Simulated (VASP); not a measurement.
# Se (Im-3m) in VASP: notebook

Runs on Se. Level: RPBE. Tasks: single point, relaxation of cell and atoms.

All numbers are computed with VASP 6.6.1; they aren't measurements. Logs are shortened: lines on timing, memory, paths and dates and some standing lists are left out, and cuts for length are marked.

## Step 1: The cell of the first run

It takes space group Im-3m (No. 229, cubic). The conventional cell has a = 3.561 Å, b = 3.561 Å, c = 3.561 Å, α = 90.00°, β = 90.00°, γ = 90.00°. Within 4.1 Å of Se (site symmetry m-3m) lie 14 Se at 3.08 to 3.56 Å.

## Step 2: Single point, RPBE (volume scaled by 1.08)

File INCAR:

```
ALGO = Normal ; EDIFF = 1E-7
ENCUT = 520 ; GGA = RP
ISIF = 2 ; ISMEAR = -1
LASPH = True ; LCHARG = False
LREAL = False ; LWAVE = False
NBANDS = 9 ; NELM = 60
PREC = Accurate ; SIGMA = 0.1
```

File KPOINTS:

```
k-points
0
Gamma
  14 14 14
```

File POSCAR:

```
Se
1.0
   -1.7803616727      1.7803616727      1.7803616727
    1.7803616727     -1.7803616727      1.7803616727
    1.7803616727      1.7803616727     -1.7803616727
Se
1
Direct
    0.0000000000      0.0000000000      0.0000000000
```

Potentials or basis: VASP PAW PBE potentials, release 64 (Se).

On the command line:

```
> cat potpaw_PBE.64/Se/POTCAR > POTCAR
> mpirun -np 1 vasp_std > vasp.out
```

OUTCAR:

```text
EDIFF = 1E-7
   ENCUT = 520
   GGA = RP
   ISIF = 2
   ISMEAR = -1
   LASPH = True
   LREAL = False
   NELM = 60
   PREC = Accurate

 ion  position               nearest neighbor table
   1  0.000  0.000  0.000-

  LATTYP: Found a body centered cubic cell.
 ALAT       =     3.5607233454

  Lattice vectors:

 A1 = (  -1.7803616727,   1.7803616727,   1.7803616727)
 A2 = (   1.7803616727,  -1.7803616727,   1.7803616727)
 A3 = (   1.7803616727,   1.7803616727,  -1.7803616727)

Analysis of symmetry for initial positions (statically):
=====================================================================
 Subroutine PRICEL returns:
 Original cell was already a primitive cell.

 Routine SETGRP: Setting up the symmetry group for a
 body centered cubic supercell.

 Subroutine GETGRP returns: Found 48 space group operations
 (whereof 48 operations were pure point group operations)
 out of a pool of 48 trial point group operations.

The static configuration has the point symmetry O_h .

Analysis of symmetry for dynamics (positions and initial velocities):
=====================================================================
 Subroutine PRICEL returns:
 Original cell was already a primitive cell.

 Routine SETGRP: Setting up the symmetry group for a
 body centered cubic supercell.

 Subroutine GETGRP returns: Found 48 space group operations
 (whereof 48 operations were pure point group operations)
 out of a pool of 48 trial point group operations.

The dynamic configuration has the point symmetry O_h .

 Subroutine INISYM returns: Found 48 space group operations
 (whereof 48 operations are pure point group operations),
 and found     1 'primitive' translations

----------------------------------------------------------------------------------------

                                     Primitive cell

  volume of cell :      22.5728

  direct lattice vectors                    reciprocal lattice vectors
    -1.780361673  1.780361673  1.780361673     0.000000000  0.280841813  0.280841813
     1.780361673 -1.780361673  1.780361673     0.280841813  0.000000000  0.280841813
     1.780361673  1.780361673 -1.780361673     0.280841813  0.280841813  0.000000000

  length of vectors
     3.083676873  3.083676873  3.083676873     0.397170301  0.397170301  0.397170301

  position of ions in fractional coordinates (direct lattice)
     0.000000000  0.000000000  0.000000000

  ion indices of the primitive-cell ions
   primitive index   ion index
                 1           1

----------------------------------------------------------------------------------------

 KPOINTS: k-points

Automatic generation of k-mesh.
 Grid dimensions read from file:
 generate k-points for:   14   14   14

 Generating k-lattice:

  Cartesian coordinates                     Fractional coordinates (reciprocal lattice)
     0.000000000  0.020060130  0.020060130     0.071428571  0.000000000  0.000000000
     0.020060130  0.000000000  0.020060130     0.000000000  0.071428571  0.000000000
     0.020060130  0.020060130  0.000000000     0.000000000  0.000000000  0.071428571

  Length of vectors
     0.028369307  0.028369307  0.028369307

  Shift w.r.t. Gamma in fractional coordinates (k-lattice)
     0.000000000  0.000000000  0.000000000

 Subroutine IBZKPT returns following result:
 ===========================================

 Found    104 irreducible k-points:

 Following reciprocal coordinates:
            Coordinates               Weight
  0.000000  0.000000  0.000000      1.000000
  0.071429  0.000000  0.000000     12.000000
  0.142857  0.000000  0.000000     12.000000
  0.214286  0.000000  0.000000     12.000000
  0.285714  0.000000  0.000000     12.000000
  0.357143  0.000000  0.000000     12.000000
[... 16 lines left out ...]
  0.285714  0.285714  0.000000     24.000000
  0.357143  0.285714  0.000000     24.000000
 [... further k-points ...]
   k-points           NKPTS =    104   k-points in BZ     NKDIM =    104   number of bands    NBANDS=      9
   number of dos      NEDOS =    301   number of ions     NIONS =      1
   total plane-waves  NPLWV =  13824
   dimension x,y,z NGX =    24 NGY =   24 NGZ =   24
   dimension x,y,z NGXF=    48 NGYF=   48 NGZF=   48
   ions per type =               1
   NGX,Y,Z   is equivalent  to a cutoff of  12.94, 12.94, 12.94 a.u.
   NGXF,Y,Z  is equivalent  to a cutoff of  25.88, 25.88, 25.88 a.u.
 SYSTEM =  unknown system
   PREC   = accura    normal or accurate (medium, high low for compatibility)
   ISTART =      0    job   : 0-new  1-cont  2-samecut
   ICHARG =      2    charge: 1-file 2-atom 10-const
   ISPIN  =      1    spin polarized calculation?
   LNONCOLLINEAR =      F non collinear calculations
   LSORBIT =      F    spin-orbit coupling
   LASPH  =      T    aspherical Exc in radial PAW
   ENCUT  =  520.0 eV  38.22 Ry    6.18 a.u.   5.73  5.73  5.73*2*pi/ulx,y,z
   NELM   =     60;   NELMIN=  2; NELMDL= -5     # of ELM steps
   EDIFF  = 0.1E-06   stopping-criterion for ELM
   LREAL  =      F    real-space projection
   EDIFFG = 0.1E-05   stopping-criterion for IOM
   NSW    =      0    number of steps for IOM
   IBRION =     -1    ionic relax: 0-MD 1-quasi-New 2-CG
   NFREE  =      0    steps in history (QN), initial steepest desc. (CG)
   ISIF   =      2    stress and relaxation
   ISYM   =      2    0-nonsym 1-usesym 2-fastsym
   POTIM  = 0.5000    time-step for ionic-motion
   TEBEG  =    0.0;   TEEND  =   0.0 temperature during run
   PSTRESS=    0.0 pullay stress
   NELECT =       6.0000    total number of electrons
   NUPDOWN=      -1.0000    fix difference up-down
   EMIN   =  10.00;   EMAX   =-10.00  energy-range for DOS
   EFERMI =   0.00;   METHOD = LEGACY
   ISMEAR =    -1;   SIGMA  =   0.10  broadening in eV -4-tet -1-fermi 0-gaus
   EFERMI_NEDOS =   21; number of points for ismear=-14 and -15
   IALGO  =     38    algorithm
   IMIX   =      4    mixing-type and parameters
     AMIX     =   0.40;   BMIX     =  1.00
     AMIX_MAG =   1.60;   BMIX_MAG =  1.00
  volume/ion in A,a.u.               =      22.57       152.33
  Fermi-wavevector in a.u.,A,eV,Ry     =   1.052601  1.989127 15.074825  1.107968
  Thomas-Fermi vector in A             =   2.187690
   LORBIT       =      0    0 simple, 1 ext, 2 COOP (PROOUT), +10 PAW based schemes
   GGA     = RP    functional components
   LHFCALC =     F    Hartree Fock is set to
   AEXX    =    0.0000 exact exchange contribution
   IVDW    =     0    specifies the selected vdW correction
   LEPSILON=     F    determine dielectric tensor
   LRPA    =     F    only Hartree local field effects (RPA)
 non-spin polarized calculation
  energy-cutoff  :      520.00
  volume of cell :       22.57
 maximum number of plane-waves:       623
   NGX = 11   NGY = 11   NGZ = 11

 number of electron       6.0000001 magnetization

 Free energy of the ion-electron system (eV)
  ---------------------------------------------------
  ext. energy  EPLUGINS =         0.00000000
  ---------------------------------------------------
  free energy    TOTEN  =        -2.49841751 eV

  energy without entropy =       -2.47379867  energy(sigma->0) =       -2.48610809

 E-fermi :   4.3367     XC(G=0): -10.0383

 val. band max:        4.3344583233   @ k =  -0.2143   0.2143   0.2143
 cond. band min:       4.3374498278   @ k =   0.5000   0.0000   0.0000
 fundamental gap:      0.0029915045
 Fermi energy:         4.3367238505

 k-point     1 :       0.0000    0.0000    0.0000
  band No.  band energies     occupation
      1     -10.8583      2.00000
      2       6.8368      0.00000
      3       6.8368      0.00000
      4       6.8368      0.00000
      5      14.3151      0.00000
      6      16.5090      0.00000
      7      16.5090      0.00000
      8      16.5090      0.00000
      9      19.4104      0.00000

 k-point     2 :       0.0714    0.0000    0.0000
  band No.  band energies     occupation
      1     -10.7650      2.00000
      2       6.2469      0.00000
      3       6.6567      0.00000
      4       6.8070      0.00000
      5      14.7199      0.00000
      6      16.1146      0.00000
      7      16.3669      0.00000
      8      16.9072      0.00000
      9      18.5879      0.00000

 k-point     3 :       0.1429    0.0000    0.0000
  band No.  band energies     occupation
      1     -10.4895      2.00000
      2       4.8597      0.01065
      3       6.2031      0.00000
      4       6.7221      0.00000
      5      14.5764      0.00000
      6      15.3000      0.00000
      7      16.7556      0.00000
      8      18.0138      0.00000
      9      18.5183      0.00000

 k-point     4 :       0.2143    0.0000    0.0000
  band No.  band energies     occupation
      1     -10.0472      2.00000
      2       3.1900      1.99998
      3       5.6440      0.00000
      4       6.5962      0.00000
      5      13.5180      0.00000
      6      14.4661      0.00000
      7      17.7849      0.00000
      8      18.6518      0.00000
      9      19.6073      0.00000
[... 205 lines left out ...]
 k-point    22 :       0.3571    0.2143    0.0000
  band No.  band energies     occupation
      1      -7.7970      2.00000
      2      -0.6535      2.00000
      3       1.9602      2.00000
      4       5.3611      0.00007
      5      12.9171      0.00000
      6      15.3930      0.00000
      7      18.4649      0.00000
      8      19.8520      0.00000
      9      23.7098      0.00000

 k-point    23 :       0.2857    0.2857    0.0000
  band No.  band energies     occupation
      1      -7.7647      2.00000
      2      -0.2555      2.00000
      3       1.3111      2.00000
      4       5.3027      0.00013
      5      13.2120      0.00000
      6      15.7314      0.00000
      7      18.0574      0.00000
      8      20.5768      0.00000
      9      22.4978      0.00000

 k-point    24 :       0.3571    0.2857    0.0000
  band No.  band energies     occupation
      1      -7.6156      2.00000
      2      -0.1775      2.00000
      3       0.8206      2.00000
      4       5.2502      0.00022
      5      13.2626      0.00000
      6      16.2353      0.00000
      7      17.4143      0.00000
      8      21.0963      0.00000
      9      22.8703      0.00000

 [... further k-points ...]
[... 5 lines left out ...]
  --------------------------------------------------------------------------------------
  -------------------------------------------------------------------------------------
  Total       -0.5621413     -0.5621413     -0.5621413      0.0000000     -0.0000000     -0.0000000
  in kB      -39.8998585    -39.8998585    -39.8998585      0.0000000     -0.0000000     -0.0000000
  external PRESSURE =     -39.8998585 kB  Pullay stress =       0.0000000 kB

 VOLUME and BASIS-vectors are now :
 -----------------------------------------------------------------------------
  energy-cutoff  :      520.00
  volume of cell :       22.57
      direct lattice vectors                 reciprocal lattice vectors
    -1.780361673  1.780361673  1.780361673     0.000000000  0.280841813  0.280841813
     1.780361673 -1.780361673  1.780361673     0.280841813  0.000000000  0.280841813
     1.780361673  1.780361673 -1.780361673     0.280841813  0.280841813  0.000000000

 POSITION                                       TOTAL-FORCE (eV/Angst)
 -----------------------------------------------------------------------------------
      0.00000      0.00000      0.00000         0.000000      0.000000      0.000000
 -----------------------------------------------------------------------------------
    total drift:                                0.000000     -0.000000      0.000000

  FREE ENERGIE OF THE ION-ELECTRON SYSTEM (eV)
  ---------------------------------------------------
  free  energy   TOTEN  =        -2.4984175072 eV

  energy  without entropy=       -2.4737986660  energy(sigma->0) =       -2.48610809
```

Run time: 6.9 s. Hardware: 1 thread of Intel Xeon 6975P-C (Granite Rapids), shared host; peak memory 0.15 GiB.

What came out:

```
Free energy            : -2.4984 eV
Pressure               : -4.0 GPa
Band gap on the k mesh : zero (band 3 reaches 6.84 eV, above the bottom of band 4 at 1.53 eV)
```

Levels at points of the mesh, in eV from the Fermi level:
| k point | band 1 | band 2 | band 3 | band 4 | band 5 | band 6 | band 7 | band 8 |
| --- | --- | --- | --- | --- | --- | --- | --- | --- |
| (0.00, 0.00, 0.00) | -15.20 | 2.50 | 2.50 | 2.50 | 9.98 | 12.17 | 12.17 | 12.17 |
| (0.50, 0.00, 0.00) | -12.39 | -5.77 | 0.00 | 1.86 | 6.91 | 8.48 | 16.88 | 17.15 |
| (0.50, 0.50, 0.50) | -10.52 | -2.80 | -2.80 | -2.80 | 4.63 | 4.63 | 21.53 | 21.53 |

Caveat: the PAW data sets were made with another functional, which shifts forces and pressure a little.

## Step 3: Single point, RPBE (volume scaled by 1.12)

File INCAR:

```
SYSTEM = Se
  ALGO = Normal
  EDIFF = 1E-7
  ENCUT = 520
  GGA = RP
  ISIF = 2
  ISMEAR = -1
  LASPH = .TRUE.
  LCHARG = .FALSE.
  LREAL = .FALSE.
  LWAVE = .FALSE.
  NBANDS = 9
  NELM = 100
  PREC = Accurate
  SIGMA = 0.1
```

File KPOINTS:

```
k-points
0
G
  14 14 14
  0 0 0
```

File POSCAR:

```
Se
1.0
   -1.8020755404      1.8020755404      1.8020755404
    1.8020755404     -1.8020755404      1.8020755404
    1.8020755404      1.8020755404     -1.8020755404
Se
1
Direct
    0.0000000000      0.0000000000      0.0000000000
```

Potentials or basis: VASP PAW PBE potentials, release 64 (Se).

On the command line:

```
> cat potpaw_PBE.64/Se/POTCAR > POTCAR
> mpirun -np 1 vasp_std > vasp.out
```

It took 6.8 s on 1 thread of Intel Xeon 6975P-C (Granite Rapids), shared host; peak memory 0.14 GiB.

Results (log left out):

```yaml
Free_energy: -2.4736 eV
Pressure: -5.5 GPa
Band_gap_on_the_k_mesh: zero (band 3 reaches 6.28 eV, above the bottom of band 4 at 1.26 eV)
```

Levels at points of the mesh, in eV from the Fermi level:
| k point | band 1 | band 2 | band 3 | band 4 | band 5 | band 6 | band 7 |
| --- | --- | --- | --- | --- | --- | --- | --- |
| (0.00, 0.00, 0.00) | -14.92 | 2.34 | 2.34 | 2.34 | 9.58 | 12.10 | 12.10 |
| (0.50, 0.00, 0.00) | -12.31 | -5.50 | -0.02 | 1.76 | 6.90 | 8.52 | 16.70 |
| (0.50, 0.50, 0.50) | -10.59 | -2.68 | -2.68 | -2.68 | 4.78 | 4.78 | 21.18 |

Caveat: the PAW data sets were made with another functional, which shifts forces and pressure a little.

(Part 1 of 2 ends here.)
